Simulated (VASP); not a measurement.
Crystal: CdSe (Cadmoselite).

```
Cd Se
1.0
     4.27114    0.00000    0.00000
    -2.13557    3.69892    0.00000
     0.00000    0.00000    6.97288
Cd Se
2 2
Direct
  0.66667 0.33333 0.50000
  0.33333 0.66667 0.00000
  0.66667 0.33333 0.88500
  0.33333 0.66667 0.38500
```

Base run:

* Program: VASP 6.6.1
* Functional: PBE exchange alone
* Potentials or basis: VASP PAW PBE potentials, release 64 (Cd, Se)
* Cutoff: 520 eV
* k mesh: 7 × 7 × 4
* Occupations: fermi-dirac, width 0.05 eV
* Spin: no spin polarisation

Its results: band gap on the k mesh 0.71 eV, direct; pressure 12.9 GPa; largest force 0.364 eV/Å.

**Question.** After a change of settings the same cell gave: band gap on the k mesh 0.71 eV, direct; pressure 7.8 GPa; largest force 0.339 eV/Å. Which change was it?
A. functional from PBE exchange alone to r2SCAN; further incar settings from ALGO = Normal; EDIFF = 1e-06; NBANDS = 26 to ALGO = Normal; EDIFF = 1e-07; NBANDS = 26
B. functional from PBE exchange alone to BLYP
C. functional from PBE exchange alone to revPBE; dispersion from none to D3(BJ)
D. functional from PBE exchange alone to PBEsol; further incar settings from ALGO = Normal; EDIFF = 1e-06; NBANDS = 26 to ALGO = Normal; EDIFF = 1e-07; NBANDS = 26

**Answer.** B.

Caveats: the PAW data sets were made with another functional, which shifts forces and pressure a little (some runs).
